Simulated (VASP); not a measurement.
Write the native input for VASP 6.6.1 that does the following.

| Quantity | Value |
| --- | --- |
| Task | single point |
| Functional | r2SCAN |
| Potentials or basis | VASP PAW PBE potentials, release 64 (Cu, I) |
| Cutoff | 520 eV |
| k mesh | 8 × 8 × 8 |
| Occupations | gaussian, width 0.02 eV |
| Spin | no spin polarisation |
| Dipole correction | no |
| Further INCAR settings | ALGO = Normal; EDIFF = 1e-06; NBANDS = 16 |

Crystal: CuI (Marshite).

```
CELL_PARAMETERS angstrom
0.00000 3.01173 3.01173
3.01173 0.00000 3.01173
3.01173 3.01173 0.00000
ATOMIC_POSITIONS crystal
Cu 0.25000 0.25000 0.25000
I 0.00000 0.00000 0.00000
```

The input as run:

POSCAR

```
CuI
1.0
    0.0000000000      3.0117341517      3.0117341517
    3.0117341517      0.0000000000      3.0117341517
    3.0117341517      3.0117341517      0.0000000000
Cu I
1 1
Direct
    0.2500000000      0.2500000000      0.2500000000
    0.0000000000      0.0000000000      0.0000000000
```

INCAR.step1

```
PREC     = Accurate       # precision mode
ENCUT    = 520            # plane-wave cutoff, eV
ISMEAR   = 0              # smearing method
SIGMA    = 0.02           # smearing width, eV
LREAL    = False          # projectors in reciprocal space
LASPH    = True           # aspherical terms in the spheres
NELM     = 100            # most SCF steps
NBANDS   = 16             # bands
GGA      = PE             # functional
ALGO     = Normal         # electronic algorithm
EDIFF    = 1E-4           # SCF threshold, eV
LWAVE    = True           # write WAVECAR
LCHARG   = False          # write CHGCAR
```

INCAR.step2

```
PREC     = Accurate       # precision mode
ENCUT    = 520            # plane-wave cutoff, eV
EDIFF    = 1E-6           # SCF threshold, eV
ISMEAR   = 0              # smearing method
SIGMA    = 0.02           # smearing width, eV
LREAL    = False          # projectors in reciprocal space
LASPH    = True           # aspherical terms in the spheres
NELM     = 100            # most SCF steps
ALGO     = Normal         # electronic algorithm
ISIF     = 2              # what is computed and relaxed
LWAVE    = False          # write WAVECAR
LCHARG   = True           # write CHGCAR
METAGGA  = R2SCAN         # meta-GGA
LMIXTAU  = True         
LELF     = True           # ELF
LVHAR    = True         
NBANDS   = 16             # bands
ISTART   = 1
```

KPOINTS

```
regular mesh
0
Gamma
  8 8 8
```

Potentials or basis: VASP PAW PBE potentials, release 64 (Cu, I).

The run is started by

```sh
$ cat potpaw_PBE.64/Cu/POTCAR potpaw_PBE.64/I/POTCAR > POTCAR
$ cp INCAR.step1 INCAR
$ mpirun -np 1 vasp_std > vasp.out
$ cp INCAR.step2 INCAR
$ mpirun -np 1 vasp_std > vasp.out
```

It gave:

| Quantity | Value |
| --- | --- |
| Pressure | -0.1 GPa |
| Band gap on the k mesh | 1.67 eV, direct |

Caveat: the PAW data sets were made with another functional, which shifts forces and pressure a little; spin-orbit coupling is left out, which moves the levels of the heavy elements.

It took 77 s on 1 thread of Intel(R) Xeon(R) Platinum 8375C CPU @ 2.90GHz (Ice Lake), with other jobs on the host, peak memory 0.19 GiB.
